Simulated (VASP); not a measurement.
# HfBr (Fm-3m) in VASP: relaxation of cell and atoms with PBE

Aim: the relaxation of cell and atoms of HfBr with PBE.

Program: VASP 6.6.1. These are calculated values, not measurements. Logs are shortened: lines on timing, memory, paths and dates and some standing lists are left out, and cuts for length are marked.

## 1. The cell of the first run

Symmetry: Fm-3m, No. 225, cubic system. Conventional cell: a = 5.583 Å, b = 5.583 Å, c = 5.583 Å, α = 90.00°, β = 90.00°, γ = 90.00°. Hf (site symmetry m-3m) has 6 Br at 2.79 Å within 3.7 Å. Br (site symmetry m-3m) has 6 Hf at 2.79 Å within 3.7 Å.

## 2. Relaxation of cell and atoms, PBE

INCAR reads:

```
ALGO = Normal ; EDIFF = 1E-6
EDIFFG = -0.01 ; ENCUT = 600
GGA = PE ; IBRION = 2
ISIF = 3 ; ISMEAR = 0
LASPH = T ; LCHARG = F
LREAL = F ; LWAVE = F
NELM = 60 ; NSW = 100
PREC = Accurate ; SIGMA = 0.1
```

KPOINTS reads:

```
k-points
0
Gamma
  18 18 18
```

POSCAR reads:

```
HfBr
1.0
    0.0000000000      2.7912513674      2.7912513674
    2.7912513674      0.0000000000      2.7912513674
    2.7912513674      2.7912513674      0.0000000000
Hf Br
1 1
Direct
    0.0000000000      0.0000000000      0.0000000000
    0.5000000000      0.5000000000      0.5000000000
```

Potentials or basis: VASP PAW PBE potentials, release 64 (Hf_pv, Br).

The run is started by

```sh
$ cat potpaw_PBE.64/Hf_pv/POTCAR potpaw_PBE.64/Br/POTCAR > POTCAR
$ mpirun -np 1 vasp_std > vasp.out
```

OUTCAR:

```text
EDIFF = 1E-6
   EDIFFG = -0.01
   ENCUT = 600
   GGA = PE
   IBRION = 2
   ISIF = 3
   ISMEAR = 0
   LASPH = T
   LREAL = F
   NELM = 60
   NSW = 100
   PREC = Accurate

 ion  position               nearest neighbor table
   1  0.000  0.000  0.000-   2 2.79   2 2.79   2 2.79   2 2.79   2 2.79   2 2.79
   2  0.500  0.500  0.500-   1 2.79   1 2.79   1 2.79   1 2.79   1 2.79   1 2.79

  LATTYP: Found a face centered cubic cell.
 ALAT       =     5.5825027348

  Lattice vectors:

 A1 = (   0.0000000000,   2.7912513674,   2.7912513674)
 A2 = (   2.7912513674,   0.0000000000,   2.7912513674)
 A3 = (   2.7912513674,   2.7912513674,   0.0000000000)

Analysis of symmetry for initial positions (statically):
=====================================================================
 Subroutine PRICEL returns:
 Original cell was already a primitive cell.

 Routine SETGRP: Setting up the symmetry group for a
 face centered cubic supercell.

 Subroutine GETGRP returns: Found 48 space group operations
 (whereof 48 operations were pure point group operations)
 out of a pool of 48 trial point group operations.

The static configuration has the point symmetry O_h .

Analysis of symmetry for dynamics (positions and initial velocities):
=====================================================================
 Subroutine PRICEL returns:
 Original cell was already a primitive cell.

 Routine SETGRP: Setting up the symmetry group for a
 face centered cubic supercell.

 Subroutine GETGRP returns: Found 48 space group operations
 (whereof 48 operations were pure point group operations)
 out of a pool of 48 trial point group operations.

The dynamic configuration has the point symmetry O_h .

 Subroutine INISYM returns: Found 48 space group operations
 (whereof 48 operations are pure point group operations),
 and found     1 'primitive' translations

----------------------------------------------------------------------------------------

                                     Primitive cell

  volume of cell :      43.4937

  direct lattice vectors                    reciprocal lattice vectors
     0.000000000  2.791251367  2.791251367    -0.179131126  0.179131126  0.179131126
     2.791251367  0.000000000  2.791251367     0.179131126 -0.179131126  0.179131126
     2.791251367  2.791251367  0.000000000     0.179131126  0.179131126 -0.179131126

  length of vectors
     3.947425540  3.947425540  3.947425540     0.310264211  0.310264211  0.310264211

  position of ions in fractional coordinates (direct lattice)
     0.000000000  0.000000000  0.000000000
     0.500000000  0.500000000  0.500000000

  ion indices of the primitive-cell ions
   primitive index   ion index
                 1           1
                 2           2

----------------------------------------------------------------------------------------

 KPOINTS: k-points

Automatic generation of k-mesh.
 Grid dimensions read from file:
 generate k-points for:   18   18   18

 Generating k-lattice:

  Cartesian coordinates                     Fractional coordinates (reciprocal lattice)
    -0.009951729  0.009951729  0.009951729     0.055555556  0.000000000  0.000000000
     0.009951729 -0.009951729  0.009951729     0.000000000  0.055555556  0.000000000
     0.009951729  0.009951729 -0.009951729     0.000000000  0.000000000  0.055555556

  Length of vectors
     0.017236901  0.017236901  0.017236901

  Shift w.r.t. Gamma in fractional coordinates (k-lattice)
     0.000000000  0.000000000  0.000000000

 Subroutine IBZKPT returns following result:
 ===========================================

 Found    195 irreducible k-points:

 Following reciprocal coordinates:
            Coordinates               Weight
  0.000000  0.000000  0.000000      1.000000
  0.055556  0.000000  0.000000      8.000000
  0.111111  0.000000  0.000000      8.000000
  0.166667  0.000000  0.000000      8.000000
  0.222222  0.000000  0.000000      8.000000
  0.277778  0.000000  0.000000      8.000000
[... 16 lines left out ...]
 -0.277778  0.055556  0.000000     24.000000
 -0.222222  0.055556  0.000000     24.000000
 [... further k-points ...]
   k-points           NKPTS =    195   k-points in BZ     NKDIM =    195   number of bands    NBANDS=     12
   number of dos      NEDOS =    301   number of ions     NIONS =      2
   total plane-waves  NPLWV =  32768
   dimension x,y,z NGX =    32 NGY =   32 NGZ =   32
   dimension x,y,z NGXF=    64 NGYF=   64 NGZF=   64
   ions per type =               1   1
   NGX,Y,Z   is equivalent  to a cutoff of  13.48, 13.48, 13.48 a.u.
   NGXF,Y,Z  is equivalent  to a cutoff of  26.95, 26.95, 26.95 a.u.
 SYSTEM =  unknown system
   PREC   = accura    normal or accurate (medium, high low for compatibility)
   ISTART =      0    job   : 0-new  1-cont  2-samecut
   ICHARG =      2    charge: 1-file 2-atom 10-const
   ISPIN  =      1    spin polarized calculation?
   LNONCOLLINEAR =      F non collinear calculations
   LSORBIT =      F    spin-orbit coupling
   LASPH  =      T    aspherical Exc in radial PAW
   ENCUT  =  600.0 eV  44.10 Ry    6.64 a.u.   7.88  7.88  7.88*2*pi/ulx,y,z
   NELM   =     60;   NELMIN=  2; NELMDL= -5     # of ELM steps
   EDIFF  = 0.1E-05   stopping-criterion for ELM
   LREAL  =      F    real-space projection
   EDIFFG = -.1E-01   stopping-criterion for IOM
   NSW    =    100    number of steps for IOM
   IBRION =      2    ionic relax: 0-MD 1-quasi-New 2-CG
   NFREE  =      1    steps in history (QN), initial steepest desc. (CG)
   ISIF   =      3    stress and relaxation
   ISYM   =      2    0-nonsym 1-usesym 2-fastsym
   POTIM  = 0.5000    time-step for ionic-motion
   TEBEG  =    0.0;   TEEND  =   0.0 temperature during run
   PSTRESS=    0.0 pullay stress
   NELECT =      17.0000    total number of electrons
   NUPDOWN=      -1.0000    fix difference up-down
   EMIN   =  10.00;   EMAX   =-10.00  energy-range for DOS
   EFERMI =   0.00;   METHOD = LEGACY
   ISMEAR =     0;   SIGMA  =   0.10  broadening in eV -4-tet -1-fermi 0-gaus
   EFERMI_NEDOS =   21; number of points for ismear=-14 and -15
   IALGO  =     38    algorithm
   IMIX   =      4    mixing-type and parameters
     AMIX     =   0.40;   BMIX     =  1.00
     AMIX_MAG =   1.60;   BMIX_MAG =  1.00
  volume/ion in A,a.u.               =      21.75       146.76
  Fermi-wavevector in a.u.,A,eV,Ry     =   1.196967  2.261940 19.493476  1.432730
  Thomas-Fermi vector in A             =   2.332894
   LORBIT       =      0    0 simple, 1 ext, 2 COOP (PROOUT), +10 PAW based schemes
   GGA     = PE    functional components
   LHFCALC =     F    Hartree Fock is set to
   AEXX    =    0.0000 exact exchange contribution
   IVDW    =     0    specifies the selected vdW correction
   LEPSILON=     F    determine dielectric tensor
   LRPA    =     F    only Hartree local field effects (RPA)
 conjugate gradient relaxation of ions
 non-spin polarized calculation
 Gauss-broadening in eV      SIGMA  =   0.10
  energy-cutoff  :      600.00
  volume of cell :       43.49
 maximum number of plane-waves:      1469
   NGX = 15   NGY = 15   NGZ = 15

--------------------------------------- Ionic step        1  -------------------------------------------

 number of electron      16.9999999 magnetization

 Free energy of the ion-electron system (eV)
  ---------------------------------------------------
  ext. energy  EPLUGINS =         0.00000000
  ---------------------------------------------------
  free energy    TOTEN  =       -10.40884606 eV

  energy without entropy =      -10.39749762  energy(sigma->0) =      -10.40317184

------------------------ aborting loop because EDIFF is reached ----------------------------------------

  FORCE on cell =-STRESS in cart. coord.  units (eV):
  Direction    XX          YY          ZZ          XY          YZ          ZX
  --------------------------------------------------------------------------------------
  -------------------------------------------------------------------------------------
  Total       -0.1029804     -0.1029804     -0.1029804      0.0000000     -0.0000000      0.0000000
  in kB       -3.7934837     -3.7934837     -3.7934837      0.0000000     -0.0000000      0.0000000
  external PRESSURE =      -3.7934837 kB  Pullay stress =       0.0000000 kB
[... 57 lines left out ...]
  energy  without entropy=      -10.3980624100  energy(sigma->0) =      -10.40360720

--------------------------------------- Ionic step        3  -------------------------------------------

 number of electron      16.9999999 magnetization

 Free energy of the ion-electron system (eV)
  ---------------------------------------------------
  ext. energy  EPLUGINS =         0.00000000
  ---------------------------------------------------
  free energy    TOTEN  =       -10.40916688 eV

  energy without entropy =      -10.39803668  energy(sigma->0) =      -10.40360178

 E-fermi :   7.1397     XC(G=0): -10.8255

 val. band max:        7.1382202157   @ k =  -0.3889   0.1667   0.0000
 cond. band min:       7.1444160053   @ k =   0.2778   0.1111   0.0000
 fundamental gap:      0.0061957896
 Fermi energy:         7.1397207799

 k-point     1 :       0.0000    0.0000    0.0000
  band No.  band energies     occupation
      1     -25.0548      2.00000
      2     -25.0548      2.00000
      3     -25.0548      2.00000
      4     -12.2407      2.00000
      5       1.2560      2.00000
      6       1.2560      2.00000
      7       1.2560      2.00000
      8       5.1227      2.00000
      9       5.8231      2.00000
     10       5.8231      2.00000
     11       5.8231      2.00000
     12       6.4314      2.00000
[... 331 lines left out ...]
 k-point    24 :      -0.2222    0.0556    0.0000
  band No.  band energies     occupation
      1     -25.1117      2.00000
      2     -25.0633      2.00000
      3     -25.0578      2.00000
      4     -11.8851      2.00000
      5      -0.8460      2.00000
      6       0.3584      2.00000
      7       0.5002      2.00000
      8       5.9670      2.00000
      9       6.5832      2.00000
     10       6.9580      1.98981
     11       7.4802      0.00000
     12       8.4642      0.00000

 [... further k-points ...]

------------------------ aborting loop because EDIFF is reached ----------------------------------------

  FORCE on cell =-STRESS in cart. coord.  units (eV):
  Direction    XX          YY          ZZ          XY          YZ          ZX
  --------------------------------------------------------------------------------------
  -------------------------------------------------------------------------------------
  Total        0.0010023      0.0010023      0.0010023      0.0000000     -0.0000000     -0.0000000
  in kB        0.0371510      0.0371510      0.0371510      0.0000000     -0.0000000     -0.0000000
  external PRESSURE =       0.0371510 kB  Pullay stress =       0.0000000 kB
[... 17 lines left out ...]
  FREE ENERGIE OF THE ION-ELECTRON SYSTEM (eV)
  ---------------------------------------------------
  free  energy   TOTEN  =       -10.4091668844 eV

  energy  without entropy=      -10.3980366763  energy(sigma->0) =      -10.40360178

 reached required accuracy - stopping structural energy minimisation
```

Wall time 56 s (1 thread of Intel Xeon 6975P-C (Granite Rapids), shared host); peak memory 0.3 GiB.

What came out:

```
Free energy                           : -10.4092 eV
Relaxed volume                        : 21.61 Å³/atom
Relaxed cell                          : a = 3.939 Å, b = 3.939 Å, c = 3.939 Å, α = 60.00°, β = 60.00°, γ = 60.00°
Space group after relaxing (to 0.1 Å) : Fm-3m (No. 225)
Energy gained by relaxing             : 0.2 meV/atom
Ionic steps                           : 3
Pressure after relaxing               : 0.0 GPa
```

The path:
```
step  energy change (eV)  largest force (eV/Å)  pressure (GPa)  volume (Å³)
   1              0.0000                0.0000           -0.38        43.49
   2             -0.0003                0.0000            0.08        43.17
   3             -0.0003                0.0000            0.00        43.23
```

Final structure:
```cif
data_structure
_symmetry_space_group_name_H-M 'P 1'
_symmetry_Int_Tables_number 1
_cell_length_a 3.9393
_cell_length_b 3.9393
_cell_length_c 3.9393
_cell_angle_alpha 60.000
_cell_angle_beta 60.000
_cell_angle_gamma 60.000
_cell_volume 43.23
loop_
_atom_site_label
_atom_site_type_symbol
_atom_site_fract_x
_atom_site_fract_y
_atom_site_fract_z
_atom_site_occupancy
Hf1 Hf 0.00000 0.00000 0.00000 1
Br1 Br 0.50000 0.50000 0.50000 1
```

Caveat: the highest band is partly filled, so the run has too few bands; spin-orbit coupling is left out, which moves the levels of the heavy elements.
